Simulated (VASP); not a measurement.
Runs of VASP 6.6.1 on BaTe. The structure is that of space group Fm-3m (No. 225), or close to it. The cells are those of the table. 

| level | cell | k mesh | smearing | grid for exact exchange (PRECFOCK) | screening parameter | gap on the mesh (eV) | pressure (GPa) |
| --- | --- | --- | --- | --- | --- | --- | --- |
| PBE | a = 5.245 Å, angles 60.0°, 2 atoms | 6 × 6 × 6 | fermi-dirac 0.02 eV | - | - | (a) | -2.9 |
| HSE06 | a = 5.245 Å, angles 60.0°, 2 atoms | 4 × 4 × 4 | gaussian 0.01 eV | Normal | 0.2079 1/Å | 2.54 | -3.2 |
| r2SCAN | a = 4.958, b = 4.958, c = 4.896 Å, angles 60.4, 60.4, 59.2°, 2 atoms | 6 × 6 × 6 | gaussian 0.01 eV | - | - | 1.83 | 1.6 |
| PBE | a = 5.046, b = 5.046, c = 4.996 Å, angles 60.3, 60.3, 59.3°, 2 atoms | 4 × 4 × 4 | gaussian 0.01 eV | - | - | 1.60 | (b) |
| PBE | a = 4.979 Å, angles 60.9°, 2 atoms | 4 × 4 × 4 | gaussian 0.01 eV | - | - | 1.55 | (c) |
| PBE | a = 4.996 Å, angles 60.0°, 2 atoms | 6 × 6 × 6 | fermi-dirac 0.02 eV | - | - | 1.58 | 0.3 |
| r2SCAN | a = 5.046, b = 5.046, c = 4.996 Å, angles 60.3, 60.3, 59.3°, 2 atoms | 6 × 6 × 6 | gaussian 0.01 eV | - | - | 1.95 | -0.3 |
| HSE06 | a = 4.996 Å, angles 60.0°, 2 atoms | 4 × 4 × 4 | gaussian 0.01 eV | Normal | 0.2079 1/Å | 2.30 | (d) |

Alike in all rows: task single point; potentials or basis VASP PAW PBE potentials, release 64 (Ba_sv, Te); no spin polarisation; cutoff (eV) 520.

Question: Estimate the missing entries.

Answer: (a) 1.82; (b) -0.2; (c) 0.1; (d) 0.0.

Caveats: spin-orbit coupling is left out, which moves the levels of the heavy elements; the PAW data sets were made with another functional, which shifts forces and pressure a little (some runs).

A k mesh can miss the band edges, and the runs leave out spin-orbit coupling on Ba, Te.
